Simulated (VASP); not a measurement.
# Al7Ni8 in VASP: a series of runs

The runs below take Al7Ni8 through single point, with PBEsol.

Everything below comes from runs of VASP 6.6.1. Logs are shortened: lines on timing, memory, paths and dates and some standing lists are left out, and cuts for length are marked.

**1. The cell of the first run**

The cell holds a slab with vacuum, 15 atoms: a = 4.048 Å, b = 4.048 Å, c = 26.567 Å, α = 90.00°, β = 90.00°, γ = 120.00°.

**2. Single point, PBEsol**

The input, INCAR:

```
PREC = Accurate
ENCUT = 520
EDIFF = 1E-6
ISMEAR = 0
SIGMA = 0.1
LREAL = False
LASPH = True
NELM = 120
ALGO = Normal
ISIF = 2
LWAVE = False
LCHARG = False
LDIPOL = True
IDIPOL = 3
DIPOL = 0.5 0.5 0.500
GGA = PS
NBANDS = 64
GGA_COMPAT = False
NELMDL = -8
```

The input, KPOINTS:

```
regular mesh
0
Gamma
  4 4 1
```

The input, POSCAR:

```
Al7Ni8
1.0
    4.0477133473      0.0000000000      0.0000000000
   -2.0238566737      3.5054225860      0.0000000000
    0.0000000000      0.0000000000     26.5673043804
Ni Al
8 7
Direct
    0.3333333333      0.6666666667      0.2823018810
    0.0000000000      0.0000000000      0.3445013436
    0.6666666667      0.3333333333      0.4067008061
    0.3333333333      0.6666666667      0.4689002687
    0.0000000000      0.0000000000      0.5310997313
    0.6666666667      0.3333333333      0.5932991939
    0.3333333333      0.6666666667      0.6554986564
    0.0000000000      0.0000000000      0.7176981190
    0.6666666667      0.3333333333      0.3134016123
    0.3333333333      0.6666666667      0.3756010749
    0.0000000000      0.0000000000      0.4378005374
    0.6666666667      0.3333333333      0.5000000000
    0.3333333333      0.6666666667      0.5621994626
    0.0000000000      0.0000000000      0.6243989251
    0.6666666667      0.3333333333      0.6865983877
```

Potentials or basis: VASP PAW PBE potentials, release 64 (Ni, Al).

Launch:

```
$ cat potpaw_PBE.64/Ni/POTCAR potpaw_PBE.64/Al/POTCAR > POTCAR
$ mpirun -np 1 vasp_std > vasp.out
```

OUTCAR:

```text
PREC = Accurate
   ENCUT = 520
   EDIFF = 1E-6
   ISMEAR = 0
   LREAL = False
   LASPH = True
   NELM = 120
   ISIF = 2
   GGA = PS
   NELMDL = -8

 ion  position               nearest neighbor table
   1  0.333  0.667  0.282-   9 2.48   9 2.48   9 2.48  10 2.48   2 2.86   2 2.86   2 2.86
   2  0.000  0.000  0.345-  11 2.48  10 2.48   9 2.48  10 2.48   9 2.48  10 2.48   9 2.48   3 2.86
                             3 2.86   3 2.86   1 2.86   1 2.86   1 2.86
   3  0.667  0.333  0.407-   9 2.48  10 2.48  10 2.48  10 2.48  11 2.48  11 2.48  11 2.48  12 2.48
                             2 2.86   2 2.86   2 2.86   4 2.86   4 2.86   4 2.86
   4  0.333  0.667  0.469-  10 2.48  12 2.48  12 2.48  11 2.48  11 2.48  11 2.48  12 2.48  13 2.48
                             3 2.86   3 2.86   5 2.86   5 2.86   5 2.86   3 2.86
   5  0.000  0.000  0.531-  14 2.48  13 2.48  12 2.48  13 2.48  12 2.48  13 2.48  12 2.48  11 2.48
                             6 2.86   4 2.86   6 2.86   4 2.86   6 2.86   4 2.86
   6  0.667  0.333  0.593-  15 2.48  14 2.48  14 2.48  14 2.48  13 2.48  13 2.48  13 2.48  12 2.48
                             7 2.86   7 2.86   7 2.86   5 2.86   5 2.86   5 2.86
   7  0.333  0.667  0.655-  13 2.48  15 2.48  15 2.48  14 2.48  14 2.48  14 2.48  15 2.48   6 2.86
                             6 2.86   6 2.86   8 2.86   8 2.86   8 2.86
   8  0.000  0.000  0.718-  15 2.48  15 2.48  15 2.48  14 2.48   7 2.86   7 2.86   7 2.86
   9  0.667  0.333  0.313-   3 2.48   1 2.48   1 2.48   2 2.48   2 2.48   2 2.48   1 2.48  10 2.86
                            10 2.86  10 2.86
  10  0.333  0.667  0.376-   4 2.48   3 2.48   3 2.48   3 2.48   2 2.48   2 2.48   2 2.48   1 2.48
                            11 2.86  11 2.86  11 2.86   9 2.86   9 2.86   9 2.86
  11  0.000  0.000  0.438-   2 2.48   4 2.48   3 2.48   4 2.48   3 2.48   4 2.48   3 2.48   5 2.48
                            10 2.86  10 2.86  10 2.86  12 2.86  12 2.86  12 2.86
  12  0.667  0.333  0.500-   4 2.48   4 2.48   5 2.48   5 2.48   5 2.48   4 2.48   3 2.48   6 2.48
                            13 2.86  13 2.86  11 2.86  11 2.86  11 2.86  13 2.86
  13  0.333  0.667  0.562-   7 2.48   6 2.48   6 2.48   5 2.48   5 2.48   5 2.48   6 2.48   4 2.48
                            14 2.86  14 2.86  14 2.86  12 2.86  12 2.86  12 2.86
  14  0.000  0.000  0.624-   5 2.48   6 2.48   6 2.48   6 2.48   7 2.48   7 2.48   7 2.48   8 2.48
                            13 2.86  13 2.86  13 2.86  15 2.86  15 2.86  15 2.86
  15  0.667  0.333  0.687-   6 2.48   7 2.48   7 2.48   8 2.48   8 2.48   8 2.48   7 2.48  14 2.86
                            14 2.86  14 2.86

  LATTYP: Found a hexagonal cell.
 ALAT       =     4.0477133473
 C/A-ratio  =     6.5635340502

  Lattice vectors:

 A1 = (   4.0477133473,   0.0000000000,   0.0000000000)
 A2 = (  -2.0238566737,   3.5054225860,   0.0000000000)
 A3 = (   0.0000000000,   0.0000000000,  26.5673043804)

Analysis of symmetry for initial positions (statically):
=====================================================================
 Subroutine PRICEL returns:
 Original cell was already a primitive cell.

 Routine SETGRP: Setting up the symmetry group for a
 hexagonal supercell.

[... 162 lines left out ...]

 dipolmoment           0.000000      0.000000     -0.000000 electrons x Angstroem

 number of electron     100.9999916 magnetization

 dipolmoment           0.000000      0.000000      0.000000 electrons x Angstroem

 Free energy of the ion-electron system (eV)
  ---------------------------------------------------
  ext. energy  EPLUGINS =         0.00000000
  ---------------------------------------------------
  free energy    TOTEN  =       -82.91483579 eV

  energy without entropy =      -82.85432074  energy(sigma->0) =      -82.88457827

 E-fermi :   2.3598     XC(G=0):  -6.5630

 val. band max:        2.3422923731   @ k =   0.5000   0.0000   0.0000
 cond. band min:       2.4159193283   @ k =   0.2500   0.0000   0.0000
 fundamental gap:      0.0736269552
 Fermi energy:         2.3597730716

 k-point     1 :       0.0000    0.0000    0.0000
  band No.  band energies     occupation
      1      -8.5747      2.00000
      2      -7.8458      2.00000
      3      -6.6941      2.00000
      4      -5.2839      2.00000
      5      -3.7488      2.00000
      6      -2.3860      2.00000
[... 249 lines left out ...]
     61       6.7632      0.00000
     62       7.3152      0.00000
 [bands above 62 left out]

------------------------ aborting loop because EDIFF is reached ----------------------------------------

 vacuum level on the upper side and lower side of the slab       (xc-potential included)        -0.174        -0.174

  FORCE on cell =-STRESS in cart. coord.  units (eV):
  Direction    XX          YY          ZZ          XY          YZ          ZX
  --------------------------------------------------------------------------------------
  -------------------------------------------------------------------------------------
  Total       -5.5234480     -5.5234480     -5.5157282      0.0000000      0.0000000     -0.0000000
  in kB      -23.4759528    -23.4759528    -23.4431422      0.0000000      0.0000000     -0.0000000
  external PRESSURE =     -23.4650160 kB  Pullay stress =       0.0000000 kB

 VOLUME and BASIS-vectors are now :
 -----------------------------------------------------------------------------
  energy-cutoff  :      520.00
  volume of cell :      376.96
      direct lattice vectors                 reciprocal lattice vectors
     4.047713347  0.000000000  0.000000000     0.247053068  0.142636155  0.000000000
    -2.023856674  3.505422586  0.000000000     0.000000000  0.285272310  0.000000000
     0.000000000  0.000000000 26.567304380     0.000000000  0.000000000  0.037640251

 POSITION                                       TOTAL-FORCE (eV/Angst)
 -----------------------------------------------------------------------------------
     -0.00000      2.33695      7.50000         0.000000      0.000000      1.431774
      0.00000      0.00000      9.15247        -0.000000     -0.000000     -0.297321
      2.02386      1.16847     10.80494         0.000000      0.000000     -0.140677
     -0.00000      2.33695     12.45742        -0.000000      0.000000     -0.023004
      0.00000      0.00000     14.10989         0.000000     -0.000000      0.023004
      2.02386      1.16847     15.76236        -0.000000     -0.000000      0.140677
     -0.00000      2.33695     17.41483        -0.000000      0.000000      0.297321
      0.00000      0.00000     19.06730        -0.000000     -0.000000     -1.431774
      2.02386      1.16847      8.32624         0.000000     -0.000000     -0.534292
     -0.00000      2.33695      9.97871        -0.000000     -0.000000     -0.384171
      0.00000      0.00000     11.63118        -0.000000     -0.000000     -0.008825
      2.02386      1.16847     13.28365        -0.000000     -0.000000     -0.000000
     -0.00000      2.33695     14.93612         0.000000     -0.000000      0.008825
      0.00000      0.00000     16.58860         0.000000     -0.000000      0.384171
      2.02386      1.16847     18.24107        -0.000000     -0.000000      0.534292
 -----------------------------------------------------------------------------------
    total drift:                                0.000000     -0.000000     -0.000000

  FREE ENERGIE OF THE ION-ELECTRON SYSTEM (eV)
  ---------------------------------------------------
  free  energy   TOTEN  =       -82.9148357946 eV

  energy  without entropy=      -82.8543207414  energy(sigma->0) =      -82.88457827

 vacuum level on the upper side and lower side of the slab         6.514         6.514
```

Run time: 7.1 min. Hardware: 1 thread of Intel Xeon 6975P-C (Granite Rapids), shared host; peak memory 0.42 GiB.

Results:

- Free energy: -82.9148 eV
- Largest force: 1.432 eV/Å
- Band gap on the k mesh: zero (an odd number of electrons rules out a gap without spin polarisation)

Forces in eV/Å, atoms in the order of the input:
```
Ni   0.000  0.000  1.432
Ni   0.000  0.000 -0.297
Ni   0.000  0.000 -0.141
Ni   0.000  0.000 -0.023
Ni   0.000  0.000  0.023
Ni   0.000  0.000  0.141
Ni   0.000  0.000  0.297
Ni   0.000  0.000 -1.432
Al   0.000  0.000 -0.534
Al   0.000  0.000 -0.384
Al   0.000  0.000 -0.009
Al   0.000  0.000  0.000
Al   0.000  0.000  0.009
Al   0.000  0.000  0.384
Al   0.000  0.000  0.534
```

Levels at points of the mesh, in eV from the Fermi level:
| k point | band 47 | band 48 | band 49 | band 50 | band 51 | band 52 | band 53 | band 54 |
| --- | --- | --- | --- | --- | --- | --- | --- | --- |
| (0.00, 0.00, 0.00) | -0.26 | 1.39 | 2.05 | 2.05 | 2.18 | 2.18 | 2.21 | 2.47 |
| (0.50, 0.00, 0.00) | -0.91 | -0.83 | -0.61 | -0.45 | -0.04 | -0.02 | 0.57 | 0.96 |

Caveat: the k points lie up to 0.45 Å⁻¹ apart, too coarse for converged energies and pressures of a metal; the PAW data sets were made with another functional, which shifts forces and pressure a little. Spin polarisation is off, so any magnetic state and its effect on volume and gap are missing.

**3. Single point, PBEsol**

This run uses another cell than the first one, of 13.78 Å³/atom.

The input, INCAR:

```
SYSTEM = Al7Ni8
  PREC = Accurate
  ENCUT = 520
  EDIFF = 1E-6
  ISMEAR = 0
  SIGMA = 0.1
  LREAL = .FALSE.
  LASPH = .TRUE.
  NELM = 120
  ALGO = Normal
  ISIF = 2
  LWAVE = .FALSE.
  LCHARG = .FALSE.
  LDIPOL = .TRUE.
  IDIPOL = 3
  DIPOL = 0.5 0.5 0.500
  GGA = PS
  NBANDS = 64
  GGA_COMPAT = .FALSE.
  NELMDL = -8
```

The input, KPOINTS:

```
regular mesh
0
G
  9 9 1
  0 0 0
```

The input, POSCAR:

```
Al7Ni8
1.0
    4.0477133473      0.0000000000      0.0000000000
   -2.0238566737      3.5054225860      0.0000000000
    0.0000000000      0.0000000000     14.5673043804
Ni Al
8 7
Direct
    0.3333333333      0.6666666667      0.1029703204
    0.0000000000      0.0000000000      0.2164073717
    0.6666666667      0.3333333333      0.3298444230
    0.3333333333      0.6666666667      0.4432814743
    0.0000000000      0.0000000000      0.5567185257
    0.6666666667      0.3333333333      0.6701555770
    0.3333333333      0.6666666667      0.7835926283
    0.0000000000      0.0000000000      0.8970296796
    0.6666666667      0.3333333333      0.1596888461
    0.3333333333      0.6666666667      0.2731258974
    0.0000000000      0.0000000000      0.3865629487
    0.6666666667      0.3333333333      0.5000000000
    0.3333333333      0.6666666667      0.6134370513
    0.0000000000      0.0000000000      0.7268741026
    0.6666666667      0.3333333333      0.8403111539
```

Potentials or basis: VASP PAW PBE potentials, release 64 (Ni, Al).

Launch:

```
$ cat potpaw_PBE.64/Ni/POTCAR potpaw_PBE.64/Al/POTCAR > POTCAR
$ mpirun -np 1 vasp_std > vasp.out
```

It took 7.1 min on 1 thread of Intel Xeon 6975P-C (Granite Rapids), shared host; peak memory 0.35 GiB.

It converged, with:

```yaml
Free_energy: -83.4954 eV
Largest_force: 0.746 eV/Å
Band_gap_on_the_k_mesh: zero (an odd number of electrons rules out a gap without spin polarisation)
```

Forces in eV/Å, atoms in the order of the input:
```
Ni   0.000  0.000  0.712
Ni   0.000  0.000 -0.280
Ni   0.000  0.000 -0.056
Ni   0.000  0.000 -0.051
Ni   0.000  0.000  0.051
Ni   0.000  0.000  0.056
Ni   0.000  0.000  0.280
Ni   0.000  0.000 -0.712
Al   0.000  0.000 -0.746
Al   0.000  0.000 -0.392
Al   0.000  0.000 -0.060
Al   0.000  0.000  0.000
Al   0.000  0.000  0.060
Al   0.000  0.000  0.392
Al   0.000  0.000  0.746
```

Levels at points of the mesh, in eV from the Fermi level:
```tsv
k point	band 49	band 50	band 51	band 52	band 53	band 54
(0.00, 0.00, 0.00)	1.99	1.99	2.12	2.12	2.43	2.43
```

Caveat: the k points lie up to 0.43 Å⁻¹ apart, too coarse for converged energies and pressures of a metal; the PAW data sets were made with another functional, which shifts forces and pressure a little. Spin polarisation is off, so any magnetic state and its effect on volume and gap are missing.

**4. Single point, PBEsol**

The input, INCAR:

```
PREC = Accurate ; ENCUT = 520
EDIFF = 1E-6 ; ISMEAR = 0
SIGMA = 0.1 ; LREAL = False
LASPH = True ; NELM = 120
ALGO = Normal ; ISIF = 2
LWAVE = False ; LCHARG = False
LDIPOL = True ; IDIPOL = 3
DIPOL = 0.5 0.5 0.500 ; GGA = PS
NBANDS = 64 ; GGA_COMPAT = False
NELMDL = -8
```

The input, KPOINTS:

```
regular mesh
0
Gamma
  9 9 1
```

The input, POSCAR:

```
Al7Ni8
1.0
    4.0477133473      0.0000000000      0.0000000000
   -2.0238566737      3.5054225860      0.0000000000
    0.0000000000      0.0000000000     26.5673043804
Ni Al
8 7
Direct
    0.3333333333      0.6666666667      0.2823018810
    0.0000000000      0.0000000000      0.3445013436
    0.6666666667      0.3333333333      0.4067008061
    0.3333333333      0.6666666667      0.4689002687
    0.0000000000      0.0000000000      0.5310997313
    0.6666666667      0.3333333333      0.5932991939
    0.3333333333      0.6666666667      0.6554986564
    0.0000000000      0.0000000000      0.7176981190
    0.6666666667      0.3333333333      0.3134016123
    0.3333333333      0.6666666667      0.3756010749
    0.0000000000      0.0000000000      0.4378005374
    0.6666666667      0.3333333333      0.5000000000
    0.3333333333      0.6666666667      0.5621994626
    0.0000000000      0.0000000000      0.6243989251
    0.6666666667      0.3333333333      0.6865983877
```

Launch:

```
$ cat potpaw_PBE.64/Ni/POTCAR potpaw_PBE.64/Al/POTCAR > POTCAR
$ mpirun -np 1 vasp_std > vasp.out
```

Run time: 20 min. Hardware: 1 thread of Intel Xeon 6975P-C (Granite Rapids), shared host; peak memory 0.52 GiB.

It converged, with:

```
Free energy            : -82.9432 eV
Largest force          : 1.506 eV/Å
Band gap on the k mesh : zero (an odd number of electrons rules out a gap without spin polarisation)
```

Forces on the atoms (eV/Å):
```
Ni   0.000  0.000  1.506
Ni   0.000  0.000 -0.378
Ni   0.000  0.000 -0.090
Ni   0.000  0.000 -0.025
Ni   0.000  0.000  0.025
Ni   0.000  0.000  0.090
Ni   0.000  0.000  0.378
Ni   0.000  0.000 -1.506
Al   0.000  0.000 -0.604
Al   0.000  0.000 -0.385
Al   0.000  0.000 -0.058
Al   0.000  0.000  0.000
Al   0.000  0.000  0.058
Al   0.000  0.000  0.385
Al   0.000  0.000  0.604
```

Levels at points of the mesh, in eV from the Fermi level:
```tsv
k point	band 48	band 49	band 50	band 51	band 52	band 53	band 54	band 55
(0.00, 0.00, 0.00)	1.35	1.98	1.98	2.11	2.11	2.17	2.42	2.42
```

Caveat: the PAW data sets were made with another functional, which shifts forces and pressure a little.

**5. Summary**

| cell | k mesh | gap on the mesh (eV) | largest force (eV/Å) |
| --- | --- | --- | --- |
| a = 4.048, b = 4.048, c = 26.567 Å, angles 90.0, 90.0, 120.0°, 15 atoms | 4 × 4 × 1 | none | 1.43 |
| a = 4.048, b = 4.048, c = 14.567 Å, angles 90.0, 90.0, 120.0°, 15 atoms | 9 × 9 × 1 | none | 0.75 |
| a = 4.048, b = 4.048, c = 26.567 Å, angles 90.0, 90.0, 120.0°, 15 atoms | 9 × 9 × 1 | none | 1.51 |

Alike in all rows: task single point; level PBEsol; potentials or basis VASP PAW PBE potentials, release 64 (Ni, Al); no spin polarisation; cutoff (eV) 520; smearing gaussian 0.1 eV.

Caveats: some runs use coarse meshes; the PAW data sets were made with another functional, which shifts forces and pressure a little.

Total energies depend on the potentials used, so only differences within one code and one set of settings carry meaning.

The gap in the log of VASP goes by the Fermi energy; the results here count the filled bands.